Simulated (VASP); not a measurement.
# Os (P6/mmm) in VASP: notebook

The runs below take Os through single point, with RPBE.

Everything below comes from runs of VASP 6.6.1. Logs are shortened: lines on timing, memory, paths and dates and some standing lists are left out, and cuts for length are marked.

## 1. The cell of the first run

Symmetry: P6/mmm, No. 191, hexagonal system. Conventional cell: a = 4.338 Å, b = 4.338 Å, c = 2.732 Å, α = 90.00°, β = 90.00°, γ = 120.00°. Os (site symmetry 6/mmm) has 14 Os at 2.73 to 2.85 Å within 3.6 Å. Os (site symmetry -6m2) has 11 Os at 2.50 to 2.85 Å within 3.3 Å.

This isn't the form of Os at room conditions, which is hcp.

## 2. Single point, RPBE

File INCAR:

```
PREC = Accurate ; ENCUT = 520
EDIFF = 1E-6 ; ISMEAR = -1
SIGMA = 0.1 ; LREAL = False
LASPH = True ; NELM = 60
ALGO = Normal ; ISIF = 2
LWAVE = False ; LCHARG = False
GGA = RP ; NBANDS = 19
```

File KPOINTS:

```
regular mesh
0
Gamma
  9 9 12
```

File POSCAR:

```
Os
1.0
    4.3382150826      0.0000000000      0.0000000000
   -2.1691075413      3.7570044686      0.0000000000
    0.0000000000      0.0000000000      2.7318411374
Os
3
Direct
    1.0000000000      1.0000000000      1.0000000000
    0.3333333333      0.6666666667      0.5000000000
    0.6666666667      0.3333333333      0.5000000000
```

Potentials or basis: VASP PAW PBE potentials, release 64 (Os).

Command:

```bash
$ cat potpaw_PBE.64/Os/POTCAR > POTCAR
$ mpirun -np 1 vasp_std > vasp.out
```

OUTCAR:

```text
PREC = Accurate
   ENCUT = 520
   EDIFF = 1E-6
   ISMEAR = -1
   LREAL = False
   LASPH = True
   NELM = 60
   ISIF = 2
   GGA = RP

 ion  position               nearest neighbor table
   1  0.000  0.000  0.000-   2 2.85   3 2.85   2 2.85   3 2.85   2 2.85   2 2.85   3 2.85   3 2.85
                             3 2.85   3 2.85   2 2.85   2 2.85
   2  0.333  0.667  0.500-   3 2.50   3 2.50   3 2.50   1 2.85   1 2.85   1 2.85   1 2.85   1 2.85
                             1 2.85
   3  0.667  0.333  0.500-   2 2.50   2 2.50   2 2.50   1 2.85   1 2.85   1 2.85   1 2.85   1 2.85
                             1 2.85

  LATTYP: Found a hexagonal cell.
 ALAT       =     4.3382150826
 C/A-ratio  =     0.6297154672

  Lattice vectors:

 A1 = (   4.3382150826,   0.0000000000,   0.0000000000)
 A2 = (  -2.1691075413,   3.7570044686,   0.0000000000)
 A3 = (   0.0000000000,   0.0000000000,   2.7318411374)

Analysis of symmetry for initial positions (statically):
=====================================================================
 Subroutine PRICEL returns:
 Original cell was already a primitive cell.

 Routine SETGRP: Setting up the symmetry group for a
 hexagonal supercell.

 Subroutine GETGRP returns: Found 24 space group operations
 (whereof 24 operations were pure point group operations)
 out of a pool of 24 trial point group operations.

The static configuration has the point symmetry D_6h.

Analysis of symmetry for dynamics (positions and initial velocities):
=====================================================================
 Subroutine PRICEL returns:
 Original cell was already a primitive cell.

 Routine SETGRP: Setting up the symmetry group for a
 hexagonal supercell.

 Subroutine GETGRP returns: Found 24 space group operations
 (whereof 24 operations were pure point group operations)
 out of a pool of 24 trial point group operations.

The dynamic configuration has the point symmetry D_6h.

 Subroutine INISYM returns: Found 24 space group operations
 (whereof 24 operations are pure point group operations),
 and found     1 'primitive' translations

----------------------------------------------------------------------------------------

                                     Primitive cell

  volume of cell :      44.5254

  direct lattice vectors                    reciprocal lattice vectors
     4.338215083  0.000000000  0.000000000     0.230509549  0.133084750  0.000000000
    -2.169107541  3.757004469  0.000000000     0.000000000  0.266169500  0.000000000
     0.000000000  0.000000000  2.731841137     0.000000000  0.000000000  0.366053496

  length of vectors
     4.338215083  4.338215083  2.731841137     0.266169500  0.266169500  0.366053496

  position of ions in fractional coordinates (direct lattice)
     0.000000000  0.000000000  0.000000000
     0.333333333  0.666666667  0.500000000
     0.666666667  0.333333333  0.500000000

  ion indices of the primitive-cell ions
   primitive index   ion index
                 1           1
                 2           2
                 3           3

----------------------------------------------------------------------------------------

 KPOINTS: regular mesh

Automatic generation of k-mesh.
 Grid dimensions read from file:
 generate k-points for:    9    9   12

 Generating k-lattice:

  Cartesian coordinates                     Fractional coordinates (reciprocal lattice)
     0.025612172  0.014787194  0.000000000     0.111111111  0.000000000  0.000000000
     0.000000000  0.029574389  0.000000000     0.000000000  0.111111111  0.000000000
     0.000000000  0.000000000  0.030504458     0.000000000  0.000000000  0.083333333

  Length of vectors
     0.029574389  0.029574389  0.030504458

  Shift w.r.t. Gamma in fractional coordinates (k-lattice)
     0.000000000  0.000000000  0.000000000

 Subroutine IBZKPT returns following result:
 ===========================================

 Found     84 irreducible k-points:

 Following reciprocal coordinates:
            Coordinates               Weight
  0.000000  0.000000  0.000000      1.000000
  0.111111  0.000000  0.000000      6.000000
  0.222222 -0.000000  0.000000      6.000000
  0.333333 -0.000000  0.000000      6.000000
  0.444444 -0.000000  0.000000      6.000000
  0.111111  0.111111  0.000000      6.000000
[... 16 lines left out ...]
  0.333333  0.222222  0.083333     24.000000
  0.333333  0.333333  0.083333      4.000000
 [... further k-points ...]
   k-points           NKPTS =     84   k-points in BZ     NKDIM =     84   number of bands    NBANDS=     19
   number of dos      NEDOS =    301   number of ions     NIONS =      3
   total plane-waves  NPLWV =  20480
   dimension x,y,z NGX =    32 NGY =   32 NGZ =   20
   dimension x,y,z NGXF=    64 NGYF=   64 NGZF=   40
   ions per type =               3
   NGX,Y,Z   is equivalent  to a cutoff of  12.26, 12.26, 12.17 a.u.
   NGXF,Y,Z  is equivalent  to a cutoff of  24.53, 24.53, 24.34 a.u.
 SYSTEM =  unknown system
   PREC   = accura    normal or accurate (medium, high low for compatibility)
   ISTART =      0    job   : 0-new  1-cont  2-samecut
   ICHARG =      2    charge: 1-file 2-atom 10-const
   ISPIN  =      1    spin polarized calculation?
   LNONCOLLINEAR =      F non collinear calculations
   LSORBIT =      F    spin-orbit coupling
   LASPH  =      T    aspherical Exc in radial PAW
   ENCUT  =  520.0 eV  38.22 Ry    6.18 a.u.   8.07  8.07  5.08*2*pi/ulx,y,z
   NELM   =     60;   NELMIN=  2; NELMDL= -5     # of ELM steps
   EDIFF  = 0.1E-05   stopping-criterion for ELM
   LREAL  =      F    real-space projection
   EDIFFG = 0.1E-04   stopping-criterion for IOM
   NSW    =      0    number of steps for IOM
   IBRION =     -1    ionic relax: 0-MD 1-quasi-New 2-CG
   NFREE  =      0    steps in history (QN), initial steepest desc. (CG)
   ISIF   =      2    stress and relaxation
   ISYM   =      2    0-nonsym 1-usesym 2-fastsym
   POTIM  = 0.5000    time-step for ionic-motion
   TEBEG  =    0.0;   TEEND  =   0.0 temperature during run
   PSTRESS=    0.0 pullay stress
   NELECT =      24.0000    total number of electrons
   NUPDOWN=      -1.0000    fix difference up-down
   EMIN   =  10.00;   EMAX   =-10.00  energy-range for DOS
   EFERMI =   0.00;   METHOD = LEGACY
   ISMEAR =    -1;   SIGMA  =   0.10  broadening in eV -4-tet -1-fermi 0-gaus
   EFERMI_NEDOS =   21; number of points for ismear=-14 and -15
   IALGO  =     38    algorithm
   IMIX   =      4    mixing-type and parameters
     AMIX     =   0.40;   BMIX     =  1.00
     AMIX_MAG =   1.60;   BMIX_MAG =  1.00
  volume/ion in A,a.u.               =      14.84       100.16
  Fermi-wavevector in a.u.,A,eV,Ry     =   1.332322  2.517723 24.151452  1.775082
  Thomas-Fermi vector in A             =   2.461266
   LORBIT       =      0    0 simple, 1 ext, 2 COOP (PROOUT), +10 PAW based schemes
   GGA     = RP    functional components
   LHFCALC =     F    Hartree Fock is set to
   AEXX    =    0.0000 exact exchange contribution
   IVDW    =     0    specifies the selected vdW correction
   LEPSILON=     F    determine dielectric tensor
   LRPA    =     F    only Hartree local field effects (RPA)
 non-spin polarized calculation
  energy-cutoff  :      520.00
  volume of cell :       44.53
 maximum number of plane-waves:      1230
   NGX = 17   NGY = 17   NGZ = 11

 number of electron      24.0000000 magnetization

 Free energy of the ion-electron system (eV)
  ---------------------------------------------------
  ext. energy  EPLUGINS =         0.00000000
  ---------------------------------------------------
  free energy    TOTEN  =       -30.82283384 eV

  energy without entropy =      -30.73364270  energy(sigma->0) =      -30.77823827

 E-fermi :   8.8863     XC(G=0): -13.6636

 val. band max:        8.8791538152   @ k =   0.2222   0.2222   0.2500
 cond. band min:       8.8939944057   @ k =   0.2222  -0.0000   0.0833
 fundamental gap:      0.0148405905
 Fermi energy:         8.8862813617

 k-point     1 :       0.0000    0.0000    0.0000
  band No.  band energies     occupation
      1      -1.7111      2.00000
      2       2.1253      2.00000
      3       4.6776      2.00000
      4       4.8364      2.00000
      5       4.8364      2.00000
      6       4.8859      2.00000
[... 11 lines left out ...]
     18      17.2973      0.00000
     19      18.2505      0.00000

 k-point     2 :       0.1111    0.0000    0.0000
  band No.  band energies     occupation
      1      -1.5130      2.00000
      2       2.1918      2.00000
      3       3.8596      2.00000
      4       4.3528      2.00000
      5       4.4540      2.00000
      6       5.3087      2.00000
[... 11 lines left out ...]
     18      16.3826      0.00000
     19      16.5598      0.00000

 k-point     3 :       0.2222   -0.0000    0.0000
  band No.  band energies     occupation
      1      -0.9447      2.00000
      2       2.2560      2.00000
      3       3.0221      2.00000
      4       3.8819      2.00000
      5       4.0743      2.00000
      6       5.2547      2.00000
[... 11 lines left out ...]
     18      14.5754      0.00000
     19      16.8449      0.00000

 k-point     4 :       0.3333   -0.0000    0.0000
  band No.  band energies     occupation
      1      -0.0868      2.00000
      2       1.8368      2.00000
      3       2.7274      2.00000
      4       3.5117      2.00000
      5       3.9996      2.00000
      6       4.9165      2.00000
[... 11 lines left out ...]
     18      12.8927      0.00000
     19      17.2983      0.00000

 k-point     5 :       0.4444   -0.0000    0.0000
  band No.  band energies     occupation
      1       0.8933      2.00000
      2       1.4862      2.00000
      3       2.0129      2.00000
      4       3.8519      2.00000
      5       4.0435      2.00000
      6       4.4056      2.00000
[... 11 lines left out ...]
     18      11.5561      0.00000
     19      17.5860      0.00000

 k-point     6 :       0.1111    0.1111    0.0000
  band No.  band energies     occupation
      1      -1.1306      2.00000
      2       2.2734      2.00000
      3       3.3509      2.00000
      4       3.5080      2.00000
      5       4.5969      2.00000
      6       5.3159      2.00000
[... 11 lines left out ...]
     18      14.7905      0.00000
     19      17.1271      0.00000

 k-point     7 :       0.2222    0.1111    0.0000
  band No.  band energies     occupation
      1      -0.4250      2.00000
      2       2.0796      2.00000
      3       2.7389      2.00000
      4       3.3090      2.00000
      5       4.3786      2.00000
      6       5.2166      2.00000
[... 11 lines left out ...]
     18      13.2814      0.00000
     19      17.7715      0.00000

 k-point     8 :       0.3333    0.1111    0.0000
  band No.  band energies     occupation
      1       0.4693      2.00000
      2       1.6100      2.00000
      3       2.2511      2.00000
      4       3.6300      2.00000
      5       4.2028      2.00000
      6       4.7773      2.00000
[... 256 lines left out ...]
 k-point    20 :       0.3333    0.1111    0.0833
  band No.  band energies     occupation
      1       0.6457      2.00000
      2       1.7626      2.00000
      3       2.4154      2.00000
      4       3.7142      2.00000
      5       4.2310      2.00000
      6       4.8789      2.00000
[... 11 lines left out ...]
     18      12.1880      0.00000
     19      18.0947      0.00000

 k-point    21 :       0.4444    0.1111    0.0833
  band No.  band energies     occupation
      1       1.2824      2.00000
      2       1.7399      2.00000
      3       1.7955      2.00000
      4       4.1437      2.00000
      5       4.1944      2.00000
      6       4.3966      2.00000
[... 11 lines left out ...]
     18      11.2836      0.00000
     19      18.2254      0.00000

 k-point    22 :       0.2222    0.2222    0.0833
  band No.  band energies     occupation
      1       0.4760      2.00000
      2       1.8753      2.00000
      3       2.3597      2.00000
      4       3.6275      2.00000
      5       4.5169      2.00000
      6       5.1984      2.00000
[... 11 lines left out ...]
     18      12.2157      0.00000
     19      19.2940      0.00000

 k-point    23 :       0.3333    0.2222    0.0833
  band No.  band energies     occupation
      1       1.0856      2.00000
      2       1.6672      2.00000
      3       1.9983      2.00000
      4       4.0850      2.00000
      5       4.3767      2.00000
      6       4.8775      2.00000
[... 11 lines left out ...]
     18      11.3312      0.00000
     19      19.7372      0.00000

 k-point    24 :       0.3333    0.3333    0.0833
  band No.  band energies     occupation
      1       1.1234      2.00000
      2       1.8256      2.00000
      3       1.8256      2.00000
      4       4.3277      2.00000
      5       4.3277      2.00000
      6       4.9278      2.00000
[... 11 lines left out ...]
     18      11.0332      0.00000
     19      20.9576      0.00000

 [... further k-points ...]

------------------------ aborting loop because EDIFF is reached ----------------------------------------

  FORCE on cell =-STRESS in cart. coord.  units (eV):
  Direction    XX          YY          ZZ          XY          YZ          ZX
  --------------------------------------------------------------------------------------
  -------------------------------------------------------------------------------------
  Total       -0.1525982     -0.1525982     -0.0808804      0.0000000      0.0000000      0.0000000
  in kB       -5.4910036     -5.4910036     -2.9103510      0.0000000      0.0000000      0.0000000
  external PRESSURE =      -4.6307861 kB  Pullay stress =       0.0000000 kB

 VOLUME and BASIS-vectors are now :
 -----------------------------------------------------------------------------
  energy-cutoff  :      520.00
  volume of cell :       44.53
      direct lattice vectors                 reciprocal lattice vectors
     4.338215083  0.000000000  0.000000000     0.230509549  0.133084750  0.000000000
    -2.169107541  3.757004469  0.000000000     0.000000000  0.266169500  0.000000000
     0.000000000  0.000000000  2.731841137     0.000000000  0.000000000  0.366053496

 POSITION                                       TOTAL-FORCE (eV/Angst)
 -----------------------------------------------------------------------------------
      0.00000      0.00000      0.00000         0.000000      0.000000      0.000000
     -0.00000      2.50467      1.36592         0.000000      0.000000      0.000000
      2.16911      1.25233      1.36592        -0.000000      0.000000      0.000000
 -----------------------------------------------------------------------------------
    total drift:                               -0.000000      0.000000      0.000000

  FREE ENERGIE OF THE ION-ELECTRON SYSTEM (eV)
  ---------------------------------------------------
  free  energy   TOTEN  =       -30.8228338440 eV

  energy  without entropy=      -30.7336427034  energy(sigma->0) =      -30.77823827
```

It took 72 s on 1 thread of Intel Xeon 8259CL, shared host; peak memory 0.19 GiB.

What came out:

```
Free energy            : -30.8228 eV
Pressure               : -0.5 GPa
Band gap on the k mesh : zero (bands 12 and 13 overlap by 2.76 eV)
```

Levels at points of the mesh, in eV from the Fermi level:
| k point | band 10 | band 11 | band 12 | band 13 | band 14 | band 15 |
| --- | --- | --- | --- | --- | --- | --- |
| (0.00, 0.00, 0.00) | -2.32 | -1.54 | -1.54 | -1.48 | -1.48 | 2.24 |
| (0.00, 0.00, 0.50) | -2.24 | 0.95 | 0.95 | 1.82 | 1.82 | 3.17 |

Caveat: the PAW data sets were made with another functional, which shifts forces and pressure a little; spin-orbit coupling is left out, which moves the levels of the heavy elements.

[end of part 1 of 2]

The gap in the log of VASP goes by the Fermi energy; the results here count the filled bands.